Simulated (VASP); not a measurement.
# AgBr (Fm-3m) in VASP: further runs, part 2 of 2

VASP 6.6.1. Earlier steps stand in the parts before.

## Step 6: Single point, PBEsol

This run uses another cell than the first one, of 24.19 Å³/atom, 2.500 times its volume.

File INCAR:

```
PREC     = Accurate       # precision mode
ENCUT    = 500            # plane-wave cutoff, eV
EDIFF    = 1E-6           # SCF threshold, eV
ISMEAR   = -1             # smearing method
SIGMA    = 0.03           # smearing width, eV
LREAL    = False          # projectors in reciprocal space
LASPH    = True           # aspherical terms in the spheres
NELM     = 120            # most SCF steps
ALGO     = Normal         # electronic algorithm
ISIF     = 2              # what is computed and relaxed
LWAVE    = False          # write WAVECAR
LCHARG   = False          # write CHGCAR
GGA      = PS             # functional
NBANDS   = 16             # bands
GGA_COMPAT= False
```

File KPOINTS:

```
regular mesh
0
Gamma
  8 8 8
```

File POSCAR:

```
AgBr
1.0
    0.0000000000      2.8921694793      2.8921694793
    2.8921694793      0.0000000000      2.8921694793
    2.8921694793      2.8921694793      0.0000000000
Ag Br
1 1
Direct
    0.0000000000      0.0000000000      0.0000000000
    0.5000000000      0.5000000000      0.5000000000
```

Potentials or basis: VASP PAW PBE potentials, release 64 (Ag, Br).

Started as:

```
cat potpaw_PBE.64/Ag/POTCAR potpaw_PBE.64/Br/POTCAR > POTCAR
mpirun -np 1 vasp_std > vasp.out
```

OUTCAR:

```text
PREC = Accurate
   ENCUT = 500
   EDIFF = 1E-6
   ISMEAR = -1
   LREAL = False
   LASPH = True
   NELM = 120
   ISIF = 2
   GGA = PS

 ion  position               nearest neighbor table
   1  0.000  0.000  0.000-   2 2.89   2 2.89   2 2.89   2 2.89   2 2.89   2 2.89
   2  0.500  0.500  0.500-   1 2.89   1 2.89   1 2.89   1 2.89   1 2.89   1 2.89

  LATTYP: Found a face centered cubic cell.
 ALAT       =     5.7843389586

  Lattice vectors:

 A1 = (   0.0000000000,   2.8921694793,   2.8921694793)
 A2 = (   2.8921694793,   0.0000000000,   2.8921694793)
 A3 = (   2.8921694793,   2.8921694793,   0.0000000000)

Analysis of symmetry for initial positions (statically):
=====================================================================
 Subroutine PRICEL returns:
 Original cell was already a primitive cell.

 Routine SETGRP: Setting up the symmetry group for a
 face centered cubic supercell.

 Subroutine GETGRP returns: Found 48 space group operations
 (whereof 48 operations were pure point group operations)
 out of a pool of 48 trial point group operations.

The static configuration has the point symmetry O_h .

Analysis of symmetry for dynamics (positions and initial velocities):
[... 154 lines left out ...]
  ---------------------------------------------------
  free energy    TOTEN  =        -5.67503368 eV

  energy without entropy =       -5.67503196  energy(sigma->0) =       -5.67503282

 E-fermi :   3.5142     XC(G=0):  -9.9715

 val. band max:        3.2208014572   @ k =   0.5000   0.0000   0.0000
 cond. band min:       3.7302990533   @ k =   0.0000   0.0000   0.0000
 fundamental gap:      0.5094975961
 Fermi energy:         3.5141873443

 k-point     1 :       0.0000    0.0000    0.0000
  band No.  band energies     occupation
      1     -11.7452      2.00000
      2       0.4954      2.00000
      3       0.4954      2.00000
      4       0.4968      2.00000
      5       0.4968      2.00000
      6       0.4968      2.00000
[... 433 lines left out ...]
      3      -0.7573      2.00000
      4      -0.7245      2.00000
      5       0.7447      2.00000
      6       0.8006      2.00000
[... 8 lines left out ...]
     15      15.6318      0.00000
     16      17.3892      0.00000

 [... further k-points ...]
[... 5 lines left out ...]
  --------------------------------------------------------------------------------------
  -------------------------------------------------------------------------------------
  Total       -0.7860276     -0.7860276     -0.7860276     -0.0000000      0.0000000     -0.0000000
  in kB      -26.0283809    -26.0283809    -26.0283809     -0.0000000      0.0000000     -0.0000000
  external PRESSURE =     -26.0283809 kB  Pullay stress =       0.0000000 kB

 VOLUME and BASIS-vectors are now :
 -----------------------------------------------------------------------------
  energy-cutoff  :      500.00
  volume of cell :       48.38
      direct lattice vectors                 reciprocal lattice vectors
     0.000000000  2.892169479  2.892169479    -0.172880602  0.172880602  0.172880602
     2.892169479  0.000000000  2.892169479     0.172880602 -0.172880602  0.172880602
     2.892169479  2.892169479  0.000000000     0.172880602  0.172880602 -0.172880602

 POSITION                                       TOTAL-FORCE (eV/Angst)
 -----------------------------------------------------------------------------------
      0.00000      0.00000      0.00000         0.000000     -0.000000      0.000000
      2.89217      2.89217      2.89217        -0.000000      0.000000     -0.000000
 -----------------------------------------------------------------------------------
    total drift:                               -0.000000      0.000000      0.000000

  FREE ENERGIE OF THE ION-ELECTRON SYSTEM (eV)
  ---------------------------------------------------
  free  energy   TOTEN  =        -5.6750336800 eV

  energy  without entropy=       -5.6750319638  energy(sigma->0) =       -5.67503282
```

OSZICAR:

```text
N       E                     dE             d eps       ncg     rms          rms(c)
DAV:   1     0.964780504607E+02    0.96478E+02   -0.80781E+03   944   0.956E+02
DAV:   2    -0.231351251740E+01   -0.98792E+02   -0.91881E+02  1136   0.212E+02
DAV:   3    -0.578742194874E+01   -0.34739E+01   -0.34655E+01  1128   0.415E+01
DAV:   4    -0.580508597656E+01   -0.17664E-01   -0.17663E-01  1176   0.324E+00
DAV:   5    -0.580524793522E+01   -0.16196E-03   -0.16196E-03  1120   0.302E-01    0.593E+00
DAV:   6    -0.567900225603E+01    0.12625E+00   -0.26303E-01  1160   0.700E+00    0.389E+00
DAV:   7    -0.567576899703E+01    0.32333E-02   -0.44751E-02   944   0.141E+00    0.169E+00
DAV:   8    -0.567506190938E+01    0.70709E-03   -0.32310E-03  1184   0.557E-01    0.258E-01
DAV:   9    -0.567502446602E+01    0.37443E-04   -0.34434E-04  1080   0.228E-01    0.427E-02
DAV:  10    -0.567503071373E+01   -0.62477E-05   -0.23015E-05  1168   0.684E-02    0.198E-02
DAV:  11    -0.567503396780E+01   -0.32541E-05   -0.69805E-06  1112   0.212E-02    0.562E-03
DAV:  12    -0.567503367999E+01    0.28781E-06   -0.55222E-07   656   0.695E-03
   1 F= -.56750337E+01 E0= -.56750328E+01  d E =-.171622E-05
```

stdout:

```text
POSCAR found type information on POSCAR AgBr
 POSCAR found :  2 types and       2 ions
 scaLAPACK will be used
 -----------------------------------------------------------------------------
|                                                                             |
|                                                                             |
|     You enforced a specific xc type in the INCAR file but a different       |
|     I HOPE YOU KNOW WHAT YOU ARE DOING!                                     |
|                                                                             |
 -----------------------------------------------------------------------------

 LDA part: xc-table for (Slater+PW92), standard interpolation
 POSCAR, INCAR and KPOINTS ok, starting setup
 FFT: planning ... GRIDC
 FFT: planning ... GRID_SOFT
 FFT: planning ... GRID
 WAVECAR not read
 entering main loop
```

Run time: 16 s. Hardware: 1 thread of Intel Xeon Platinum 8375C at 2.90GHz (Ice Lake), shared host; peak memory 0.17 GiB.

What came out:

```yaml
Free_energy: -5.6750 eV
Pressure: -2.6 GPa
Band_gap_on_the_k_mesh: 0.51 eV, indirect (least direct gap 2.38 eV)
```

Caveat: the PAW data sets were made with another functional, which shifts forces and pressure a little.

## Step 7: Summary

```tsv
cell	gap on the mesh (eV)	pressure (GPa)
a = 3.014 Å, angles 60.0°, 2 atoms	none	412.3
a = 3.632 Å, angles 60.0°, 2 atoms	0.56	34.7
a = 3.797 Å, angles 60.0°, 2 atoms	0.57	13.5
a = 4.090 Å, angles 60.0°, 2 atoms	0.51	-2.6
```

Alike in all rows: task single point; level PBEsol; potentials or basis VASP PAW PBE potentials, release 64 (Ag, Br); no spin polarisation; k mesh 8 × 8 × 8; cutoff (eV) 500; smearing fermi-dirac 0.03 eV.

Caveats: the PAW data sets were made with another functional, which shifts forces and pressure a little.

Absolute energies hang on the potentials; compare differences alone.
